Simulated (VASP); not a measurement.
Here is a VASP 6.6.1 calculation.

POSCAR

```
LiCl
1.0
    4.1618736060      0.0000000000      0.0000000000
   -2.0809368030      3.6042882701      0.0000000000
    0.0000000000      0.0000000000      5.1210925909
Li Cl
2 2
Direct
    0.3333333333      0.6666666667      0.2500000000
    0.6666666667      0.3333333333      0.7500000000
    0.6666666667      0.3333333333      0.2500000000
    0.3333333333      0.6666666667      0.7500000000
```

The input INCAR.step1:

```
SYSTEM = LiCl
  ALGO = Normal
  EDIFF = 1E-4
  ENCUT = 520
  GGA = PE
  ISMEAR = 0
  LASPH = .True.
  LCHARG = .False.
  LREAL = .False.
  LWAVE = .True.
  NBANDS = 18
  NELM = 80
  PREC = Accurate
  SIGMA = 0.01
```

File INCAR.step2:

```
SYSTEM = LiCl
  ALGO = Normal
  EDIFF = 1E-6
  ENCUT = 520
  ISIF = 2
  ISMEAR = 0
  ISTART = 1
  LASPH = .True.
  LCHARG = .False.
  LMIXTAU = .True.
  LREAL = .False.
  LWAVE = .False.
  METAGGA = R2SCAN
  NBANDS = 18
  NELM = 80
  PREC = Accurate
  SIGMA = 0.01
```

The input KPOINTS:

```
k-points
0
Gamma
  12 12 6
  0 0 0
```

Potentials or basis: VASP PAW PBE potentials, release 64 (Li_sv, Cl).

The run is started by

```bash
$ cat potpaw_PBE.64/Li_sv/POTCAR potpaw_PBE.64/Cl/POTCAR > POTCAR
$ cp INCAR.step1 INCAR
$ mpirun -np 1 vasp_std > vasp.out
$ cp INCAR.step2 INCAR
$ mpirun -np 1 vasp_std > vasp.out
```

(1) Estimate the band gap on the k mesh.

Answers

(1) 6.45 eV.

Caveat: the cell differs from its parent crystal (uniaxial z strain -2.1%).
